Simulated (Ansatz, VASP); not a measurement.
**Two plane-wave programs on SiSe**

The input POSCAR:

```
SiSe
1.0
    3.5952000000      0.0000000000      0.0000000000
   -1.7976000000      3.1135300000      0.0000000000
    0.0000000000      0.0000000000      3.5987300000
Si Se
1 1
Direct
    0.6666700000      0.3333300000      0.5000000000
    0.0000000000      0.0000000000      0.0000000000
```

Contents of INCAR.step1:

```
SYSTEM = SiSe
PREC     = Accurate       ! precision mode
ENCUT    = 600            ! plane-wave cutoff, eV
ISMEAR   = -1             ! smearing method
SIGMA    = 0.05           ! smearing width, eV
LREAL    = .False.        ! projectors in reciprocal space
LASPH    = .True.         ! aspherical terms in the spheres
NELM     = 100            ! most SCF steps
GGA      = PE             ! functional
ALGO     = Normal         ! electronic algorithm
EDIFF    = 1E-4           ! SCF threshold, eV
LWAVE    = .True.         ! write WAVECAR
LCHARG   = .False.        ! write CHGCAR
```

The input INCAR.step2:

```
SYSTEM = SiSe
PREC     = Accurate       ! precision mode
ENCUT    = 600            ! plane-wave cutoff, eV
EDIFF    = 1E-7           ! SCF threshold, eV
ISMEAR   = -1             ! smearing method
SIGMA    = 0.05           ! smearing width, eV
LREAL    = .False.        ! projectors in reciprocal space
LASPH    = .True.         ! aspherical terms in the spheres
NELM     = 100            ! most SCF steps
ALGO     = Normal         ! electronic algorithm
ISIF     = 3              ! what is computed and relaxed
LWAVE    = .False.        ! write WAVECAR
LCHARG   = .False.        ! write CHGCAR
METAGGA  = R2SCAN         ! meta-GGA
LMIXTAU  = .True.       
LUSE_VDW = .True.       
IVDW_NL  = 2            
BPARAM   = 11.95        
CPARAM   = 0.0093       
IBRION   = 2              ! ionic algorithm
NSW      = 60             ! ionic steps
EDIFFG   = -0.01          ! ionic threshold
ISTART   = 1
```

The input KPOINTS:

```
regular mesh
0
Gamma
  9 9 7
  0 0 0
```

File input.yaml:

```yaml
crystal:
  lattice:
    - [3.5952, 0.0, 0.0]
    - [-1.7976, 3.11353, 0.0]
    - [0.0, 0.0, 3.59873]
  atoms:
    - { symbol: Si, position: [0.66667, 0.33333, 0.5] }
    - { symbol: Se, position: [0.0, 0.0, 0.0] }
hamiltonian:
  xc: r2scan
  pseudopotentials: { kind: paw }
  dispersion: rvv10
kpoints:
  mp_grid: { grid: [9, 9, 7] }
scf:
  occupations: { method: fermi_dirac, width: 0.05 }
output:
  forces: true
  stress: true
  eigenvalues: true
relax:
  f_tol: 0.01
  max_steps: 40
  cell: { stress_tol: 0.05 }
```

Alike in both runs: task relaxation of cell and atoms; functional r2SCAN; dispersion rVV10; k mesh 9 × 9 × 7; occupations fermi-dirac, width 0.05 eV; no spin polarisation.

|  | VASP | Ansatz |
| --- | --- | --- |
| version | VASP 6.6.1 | Ansatz 0.2.0 |
| potentials or method | VASP PAW PBE potentials, release 64 (Si, Se) | Ansatz PAW |
| plane-wave cutoff (eV) | 600 | 500 |
| valence electrons in the cell | 10 | 20 |

|  | VASP | Ansatz | Ansatz less VASP |
| --- | --- | --- | --- |
| gap on the k mesh at the Fermi level, each at its own relaxed structure (eV) | none | none | - |
| relaxed volume (Å³/atom) | 19.94 | 19.90 | -0.038 |
| relaxed length of the cell vector where the two differ most in proportion (Å) | 3.574 | 3.572 | -0.0027 |

VASP's potentials were made for PBE, not for r2SCAN. A gap of «none» marks a metal or a gap that the smearing closes. VASP's potentials hold 10 valence electrons a cell and Ansatz's 20, so a difference there can come from the potentials and not from the codes.

Noted on Ansatz's run: the plane-wave basis is chosen anew once the cell has moved, so the energies of steps on either side of that aren't comparable.
